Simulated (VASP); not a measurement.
# Si5Ni (an interface model) in VASP: notebook, part 2 of 2

VASP 6.6.1.

## Step 3: Single point, r2SCAN

This run uses another cell than the first one, of 17.36 Å³/atom, 1.006 times its volume.

POSCAR

```
Si5Ni
1.0
    3.8492788677      0.0000000000      0.0000000000
   -1.9246394338      3.3335732856      0.0000000000
    0.0000000000      0.0000000000     16.2370312425
Si Ni
10 2
Direct
    0.3333333333      0.6666666667      0.0307938066
    0.0000000000      1.0000000000      0.0791850887
    0.0000000000      1.0000000000      0.2243589348
   -0.3333333333      1.3333333333      0.2727502169
   -0.3333333333      1.3333333333      0.4179240631
   -0.6666666667      1.6666666667      0.4663153451
   -0.6666666667      1.6666666667      0.6067351033
   -0.3335485028      1.3335485028      0.7002248553
   -0.9998565400      1.9998565400      0.7968842965
   -0.6667383761      1.6667383761      0.8903740485
   -1.0001075847      1.0001075847      0.6534799793
   -1.3332974581      1.3332974581      0.8436291725
```

INCAR.step1

```
SYSTEM = Si5Ni
PREC = Accurate ; ENCUT = 520
ISMEAR = 0 ; SIGMA = 0.1
LREAL = .False. ; LASPH = .True.
NELM = 100 ; NBANDS = 42
GGA = PE ; ALGO = Normal
EDIFF = 1E-4 ; LWAVE = .True.
LCHARG = .False.
```

INCAR.step2

```
SYSTEM = Si5Ni
PREC = Accurate ; ENCUT = 520
EDIFF = 1E-7 ; ISMEAR = 0
SIGMA = 0.1 ; LREAL = .False.
LASPH = .True. ; NELM = 100
ALGO = Normal ; ISIF = 2
LWAVE = .False. ; LCHARG = .False.
METAGGA = R2SCAN ; LMIXTAU = .True.
NBANDS = 42 ; ISTART = 1
```

KPOINTS

```
regular mesh
0
Gamma
  9 9 2
  0 0 0
```

Potentials or basis: VASP PAW PBE potentials, release 64 (Si, Ni).

Started as:

```sh
> cat potpaw_PBE.64/Si/POTCAR potpaw_PBE.64/Ni/POTCAR > POTCAR
> cp INCAR.step1 INCAR
> mpirun -np 1 vasp_std > vasp.out
> cp INCAR.step2 INCAR
> mpirun -np 1 vasp_std > vasp.out
```

OUTCAR:

```text
SYSTEM = Si5Ni
   PREC = Accurate
   ENCUT = 520
   EDIFF = 1E-7
   ISMEAR = 0
   LREAL = .False.
   LASPH = .True.
   NELM = 100
   ISIF = 2
   METAGGA = R2SCAN
   ISTART = 1

 ion  position               nearest neighbor table
   1  0.333  0.667  0.031-  10 2.28   2 2.36   2 2.36   2 2.36
   2  0.000  0.000  0.079-   3 2.36   1 2.36   1 2.36   1 2.36
   3  0.000  0.000  0.224-   2 2.36   4 2.36   4 2.36   4 2.36
   4  0.667  0.333  0.273-   3 2.36   3 2.36   3 2.36   5 2.36
   5  0.667  0.333  0.418-   6 2.36   6 2.36   6 2.36   4 2.36
   6  0.333  0.667  0.466-   7 2.28   5 2.36   5 2.36   5 2.36
   7  0.333  0.667  0.607-   6 2.28  11 2.35  11 2.35  11 2.35   8 2.69   8 2.69   8 2.69
   8  0.666  0.334  0.700-  12 2.33  11 2.35  11 2.35  11 2.35   7 2.69   7 2.69   7 2.69   9 2.72
                             9 2.72   9 2.72
   9  0.000  1.000  0.797-  11 2.33  12 2.35  12 2.35  12 2.35  10 2.69  10 2.69  10 2.69   8 2.72
                             8 2.72   8 2.72
  10  0.333  0.667  0.890-   1 2.28  12 2.35  12 2.35  12 2.35   9 2.69   9 2.69   9 2.69
  11  1.000  0.000  0.653-   9 2.33   8 2.35   8 2.35   7 2.35   7 2.35   7 2.35   8 2.35
  12  0.667  0.333  0.844-   8 2.33   9 2.35   9 2.35  10 2.35  10 2.35  10 2.35   9 2.35

  LATTYP: Found a hexagonal cell.
 ALAT       =     3.8492788677
 C/A-ratio  =     4.2182008113

  Lattice vectors:

 A1 = (   3.8492788677,   0.0000000000,   0.0000000000)
 A2 = (  -1.9246394338,   3.3335732856,   0.0000000000)
 A3 = (   0.0000000000,   0.0000000000,  16.2370312425)

Analysis of symmetry for initial positions (statically):
=====================================================================
 Subroutine PRICEL returns:
 Original cell was already a primitive cell.

 Routine SETGRP: Setting up the symmetry group for a
 hexagonal supercell.

 Subroutine GETGRP returns: Found  2 space group operations
 (whereof  2 operations were pure point group operations)
 out of a pool of 24 trial point group operations.

The static configuration has the point symmetry C_1h.

Analysis of symmetry for dynamics (positions and initial velocities):
=====================================================================
 Subroutine PRICEL returns:
 Original cell was already a primitive cell.

 Routine SETGRP: Setting up the symmetry group for a
 hexagonal supercell.

 Subroutine GETGRP returns: Found  2 space group operations
 (whereof  2 operations were pure point group operations)
 out of a pool of 24 trial point group operations.

The dynamic configuration has the point symmetry C_1h.

 Subroutine INISYM returns: Found  2 space group operations
 (whereof  2 operations are pure point group operations),
 and found     1 'primitive' translations

----------------------------------------------------------------------------------------

                                     Primitive cell

  volume of cell :     208.3512

  direct lattice vectors                    reciprocal lattice vectors
     3.849278868  0.000000000  0.000000000     0.259788920  0.149989203  0.000000000
    -1.924639434  3.333573286  0.000000000     0.000000000  0.299978406  0.000000000
     0.000000000  0.000000000 16.237031242     0.000000000  0.000000000  0.061587613

  length of vectors
     3.849278868  3.849278868 16.237031242     0.299978406  0.299978406  0.061587613

  position of ions in fractional coordinates (direct lattice)
     0.333333333  0.666666667  0.030793807
[... 81 lines left out ...]
   number of dos      NEDOS =    301   number of ions     NIONS =     12
   total plane-waves  NPLWV = 113400
   dimension x,y,z NGX =    30 NGY =   30 NGZ =  126
   dimension x,y,z NGXF=    60 NGYF=   60 NGZF=  252
   ions per type =              10   2
   NGX,Y,Z   is equivalent  to a cutoff of  12.96, 12.96, 12.90 a.u.
   NGXF,Y,Z  is equivalent  to a cutoff of  25.91, 25.91, 25.80 a.u.
 SYSTEM =  Si5Ni
   PREC   = accura    normal or accurate (medium, high low for compatibility)
   ISTART =      1    job   : 0-new  1-cont  2-samecut
   ICHARG =      0    charge: 1-file 2-atom 10-const
   ISPIN  =      1    spin polarized calculation?
   LNONCOLLINEAR =      F non collinear calculations
   LSORBIT =      F    spin-orbit coupling
   LASPH  =      T    aspherical Exc in radial PAW
   ENCUT  =  520.0 eV  38.22 Ry    6.18 a.u.   7.16  7.16 30.19*2*pi/ulx,y,z
   NELM   =    100;   NELMIN=  2; NELMDL=  0     # of ELM steps
   EDIFF  = 0.1E-06   stopping-criterion for ELM
   LREAL  =      F    real-space projection
   EDIFFG = 0.1E-05   stopping-criterion for IOM
   NSW    =      0    number of steps for IOM
   IBRION =     -1    ionic relax: 0-MD 1-quasi-New 2-CG
   NFREE  =      0    steps in history (QN), initial steepest desc. (CG)
   ISIF   =      2    stress and relaxation
   ISYM   =      2    0-nonsym 1-usesym 2-fastsym
   POTIM  = 0.5000    time-step for ionic-motion
   TEBEG  =    0.0;   TEEND  =   0.0 temperature during run
   PSTRESS=    0.0 pullay stress
   NELECT =      60.0000    total number of electrons
   NUPDOWN=      -1.0000    fix difference up-down
   EMIN   =  10.00;   EMAX   =-10.00  energy-range for DOS
   EFERMI =   0.00;   METHOD = LEGACY
   ISMEAR =     0;   SIGMA  =   0.10  broadening in eV -4-tet -1-fermi 0-gaus
   EFERMI_NEDOS =   21; number of points for ismear=-14 and -15
   IALGO  =     38    algorithm
   IMIX   =      4    mixing-type and parameters
     AMIX     =   0.40;   BMIX     =  1.00
     AMIX_MAG =   1.60;   BMIX_MAG =  1.00
  volume/ion in A,a.u.               =      17.36       117.17
  Fermi-wavevector in a.u.,A,eV,Ry     =   1.081085  2.042955 15.901743  1.168745
  Thomas-Fermi vector in A             =   2.217093
   LORBIT       =      0    0 simple, 1 ext, 2 COOP (PROOUT), +10 PAW based schemes
   METAGGA = R2SCAN    functional components
   LHFCALC =     F    Hartree Fock is set to
   AEXX    =    0.0000 exact exchange contribution
   IVDW    =     0    specifies the selected vdW correction
   LEPSILON=     F    determine dielectric tensor
   LRPA    =     F    only Hartree local field effects (RPA)
 non-spin polarized calculation
 Gauss-broadening in eV      SIGMA  =   0.10
  energy-cutoff  :      520.00
  volume of cell :      208.35
 maximum number of plane-waves:      5658
 NGX is ok and might be reduce to    30
   NGX = 15   NGY = 15   NGZ = 61

 number of electron      59.9999978 magnetization

 Free energy of the ion-electron system (eV)
  ---------------------------------------------------
  ext. energy  EPLUGINS =         0.00000000
  ---------------------------------------------------
  free energy    TOTEN  =      -112.93746319 eV

  energy without entropy =     -112.92936379  energy(sigma->0) =     -112.93341349

 E-fermi :   6.9019     XC(G=0): -10.6353

 val. band max:        6.8933206932   @ k =  -0.4444   0.4444   0.5000
 cond. band min:       6.9119348443   @ k =  -0.1111   0.2222   0.5000
 fundamental gap:      0.0186141511
 Fermi energy:         6.9018882711

 k-point     1 :       0.0000    0.0000    0.0000
  band No.  band energies     occupation
      1      -6.4644      2.00000
      2      -5.5110      2.00000
      3      -5.2668      2.00000
      4      -4.0820      2.00000
      5      -4.0174      2.00000
      6      -1.1614      2.00000
[... 1069 lines left out ...]
     41      12.0078      0.00000
     42      12.2044      0.00000

 [... further k-points ...]
[... 5 lines left out ...]
  --------------------------------------------------------------------------------------
  -------------------------------------------------------------------------------------
  Total       -4.4569913     -4.4419565     -0.1108053      0.0130205     -0.0048384      0.0083804
  in kB      -34.2733343    -34.1577199     -0.8520695      0.1001250     -0.0372063      0.0644437
  external PRESSURE =     -23.0943746 kB  Pullay stress =       0.0000000 kB

 VOLUME and BASIS-vectors are now :
 -----------------------------------------------------------------------------
  energy-cutoff  :      520.00
  volume of cell :      208.35
      direct lattice vectors                 reciprocal lattice vectors
     3.849278868  0.000000000  0.000000000     0.259788920  0.149989203  0.000000000
    -1.924639434  3.333573286  0.000000000     0.000000000  0.299978406  0.000000000
     0.000000000  0.000000000 16.237031242     0.000000000  0.000000000  0.061587613

 POSITION                                       TOTAL-FORCE (eV/Angst)
 -----------------------------------------------------------------------------------
     -0.00000      2.22238      0.50000        -0.000248      0.000143      0.610049
      0.00000      0.00000      1.28573        -0.000003      0.000002      0.003218
      0.00000      0.00000      3.64292        -0.000019      0.000011      0.015894
      1.92464      1.11119      4.42865        -0.000052      0.000030     -0.016773
      1.92464      1.11119      6.78585         0.000008     -0.000004     -0.004254
     -0.00000      2.22238      7.57158         0.000112     -0.000065     -0.610689
     -0.00000      2.22238      9.85158        -0.004324      0.002496      0.867399
      1.92340      1.11191     11.36957         0.007001     -0.004042     -0.891366
     -1.92381      3.33310     12.93904        -0.007017      0.004051      0.890472
     -0.00041      2.22262     14.45703         0.004420     -0.002552     -0.868215
      3.84866      0.00036     10.61057        -0.000505      0.000292      0.962389
      1.92485      1.11107     13.69803         0.000628     -0.000363     -0.958124
 -----------------------------------------------------------------------------------
    total drift:                               -0.000023      0.000014      0.004579

  FREE ENERGIE OF THE ION-ELECTRON SYSTEM (eV)
  ---------------------------------------------------
  free  energy   TOTEN  =      -112.9374631856 eV

  energy  without entropy=     -112.9293637904  energy(sigma->0) =     -112.93341349
```

Wall time 64 min (1 thread of Intel Xeon Platinum 8259CL at 2.50GHz (Skylake/Cascade Lake), shared host); peak memory 0.58 GiB.

What came out:

* Free energy: -112.9375 eV
* Pressure: -2.3 GPa
* Largest force: 0.962 eV/Å
* Band gap on the k mesh: zero (band 30 reaches 8.65 eV, above the bottom of band 31 at 6.01 eV)

Forces in eV/Å, atoms in the order of the input:
```
Si   0.000  0.000  0.610
Si   0.000  0.000  0.003
Si   0.000  0.000  0.016
Si   0.000  0.000 -0.017
Si   0.000  0.000 -0.004
Si   0.000  0.000 -0.611
Si  -0.004  0.002  0.867
Si   0.007 -0.004 -0.891
Si  -0.007  0.004  0.890
Si   0.004 -0.003 -0.868
Ni  -0.001  0.000  0.962
Ni   0.001  0.000 -0.958
```

Levels at points of the mesh, in eV from the Fermi level:
| k point | band 26 | band 27 | band 28 | band 29 | band 30 | band 31 | band 32 | band 33 | band 34 | band 35 |
| --- | --- | --- | --- | --- | --- | --- | --- | --- | --- | --- |
| (0.00, 0.00, 0.00) | 0.06 | 0.13 | 0.14 | 1.21 | 1.66 | 1.67 | 1.80 | 2.03 | 2.43 | 2.53 |
| (0.00, 0.00, 0.50) | -0.48 | 0.09 | 0.10 | 1.60 | 1.74 | 1.75 | 1.77 | 2.23 | 2.33 | 2.33 |

Caveat: the PAW data sets were made with another functional, which shifts forces and pressure a little.
